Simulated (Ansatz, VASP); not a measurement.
# SiC: VASP beside Ansatz

Contents of POSCAR:

```
SiC
1.0
    3.0753562516      0.0000000000      0.0000000000
   -1.5376781258      2.6633366395      0.0000000000
    0.0000000000      0.0000000000      4.9234198374
Si C
2 2
Direct
    0.3333333333      0.6666666667     -0.0018402045
    0.6666666667      0.3333333333      0.4981597955
    0.3333333333      0.6666666667      0.3768402045
    0.6666666667      0.3333333333      0.8768402045
```

Contents of INCAR.step1:

```
PREC     = Accurate       # precision mode
ENCUT    = 520            # plane-wave cutoff, eV
ISMEAR   = 0              # smearing method
SIGMA    = 0.01           # smearing width, eV
LREAL    = False          # projectors in reciprocal space
LASPH    = True           # aspherical terms in the spheres
NELM     = 80             # most SCF steps
NBANDS   = 16             # bands
GGA      = PE             # functional
ALGO     = Normal         # electronic algorithm
EDIFF    = 1E-4           # SCF threshold, eV
LWAVE    = True           # write WAVECAR
LCHARG   = False          # write CHGCAR
```

File INCAR.step2:

```
PREC     = Accurate       # precision mode
ENCUT    = 520            # plane-wave cutoff, eV
EDIFF    = 1E-7           # SCF threshold, eV
ISMEAR   = 0              # smearing method
SIGMA    = 0.01           # smearing width, eV
LREAL    = False          # projectors in reciprocal space
LASPH    = True           # aspherical terms in the spheres
NELM     = 80             # most SCF steps
ALGO     = Normal         # electronic algorithm
ISIF     = 2              # what is computed and relaxed
LWAVE    = False          # write WAVECAR
LCHARG   = True           # write CHGCAR
METAGGA  = R2SCAN         # meta-GGA
LMIXTAU  = True         
LELF     = True           # ELF
LVHAR    = True         
NBANDS   = 16             # bands
ISTART   = 1
```

KPOINTS

```
Automatic mesh
0
Gamma
  12 12 6
```

Input for Ansatz:

```yaml
crystal:
  lattice:
    - [3.0753562516, 0.0, 0.0]
    - [-1.5376781258, 2.6633366395, 0.0]
    - [0.0, 0.0, 4.9234198374]
  atoms:
    - { symbol: Si, position: [0.3333333333, 0.6666666667, -0.0018402045] }
    - { symbol: Si, position: [0.6666666667, 0.3333333333, 0.4981597955] }
    - { symbol: C, position: [0.3333333333, 0.6666666667, 0.3768402045] }
    - { symbol: C, position: [0.6666666667, 0.3333333333, 0.8768402045] }
kpoints:
  mp_grid: { grid: [12, 12, 6] }
  band_path:
    path:
      - [0.0, 0.0, 0.0]
      - [0.5, 0.0, 0.0]
      - [0.3333333333, 0.3333333333, 0.0]
      - [0.0, 0.0, 0.5]
      - [0.5, 0.0, 0.5]
      - [0.3333333333, 0.3333333333, 0.5]
    npoints: 1
hamiltonian:
  xc: r2scan
scf:
  occupations: { method: fixed }
  n_extra_bands: 5
output:
  forces: true
  stress: true
  eigenvalues: true
```

Change from the starting cell: uniaxial_z strain -2.5%.

Alike in both runs: task single point; functional r2SCAN; k mesh 12 × 12 × 6; no spin polarisation.

|  | VASP | Ansatz |
| --- | --- | --- |
| version | VASP 6.6.1 | Ansatz 0.2.0 |
| potentials or method | VASP PAW PBE potentials, release 64 (Si, C) | plane waves, PAW |
| plane-wave cutoff (eV) | 520 | 500 |
| occupations | gaussian, width 0.01 eV | fixed |
| valence electrons in the cell | 16 | 16 |

VASP gave:

```
gap on the k mesh at the Fermi level (eV)                     : 2.69
pressure (GPa)                                                : 5.7
traceless stress, the component that is largest in VASP (GPa) : 9.05
```

Question: Estimate Ansatz's values.

Answer: gap on the k mesh at the Fermi level (eV): 2.68; pressure (GPa): 5.9; traceless stress, the component that is largest in VASP (GPa): 8.97.

VASP's potentials were made for PBE, not for r2SCAN.
